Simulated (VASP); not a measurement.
A run of VASP 6.6.1 is set up as follows.

Contents of INCAR:

```
SYSTEM = Ru
PREC     = Accurate       ! precision mode
ENCUT    = 520            ! plane-wave cutoff, eV
EDIFF    = 1E-6           ! SCF threshold, eV
ISMEAR   = -1             ! smearing method
SIGMA    = 0.05           ! smearing width, eV
LREAL    = .FALSE.        ! projectors in reciprocal space
LASPH    = .TRUE.         ! aspherical terms in the spheres
NELM     = 80             ! most SCF steps
ALGO     = Normal         ! electronic algorithm
ISIF     = 2              ! what is computed and relaxed
LWAVE    = .FALSE.        ! write WAVECAR
LCHARG   = .FALSE.        ! write CHGCAR
NBANDS   = 21             ! bands
```

Contents of KPOINTS:

```
Automatic mesh
0
G
  18 18 10
  0 0 0
```

The input POSCAR:

```
Ru
1.0
    2.6171674530      0.0000000000      0.0000000000
   -1.3085837266      2.2665335003      0.0000000000
    0.0000000000      0.0000000000      4.1471747587
Ru
2
Direct
    0.3333333333      0.6666666667      0.2500000000
    0.6666666667      0.3333333333      0.7500000000
```

Potentials or basis: VASP PAW LDA potentials, release 64 (Ru_pv).

Command:

```sh
$ cat potpaw_LDA.64/Ru_pv/POTCAR > POTCAR
$ mpirun -np 1 vasp_std > vasp.out
```

Estimate the pressure.

27.6 GPa.

Predict the band gap on the k mesh.

zero (band 14 reaches 16.34 eV, above the bottom of band 15 at 12.68 eV).

Stress tensor (GPa, compression positive):
```
27.57  0.00  0.00
 0.00 27.57  0.00
 0.00  0.00 27.69
```
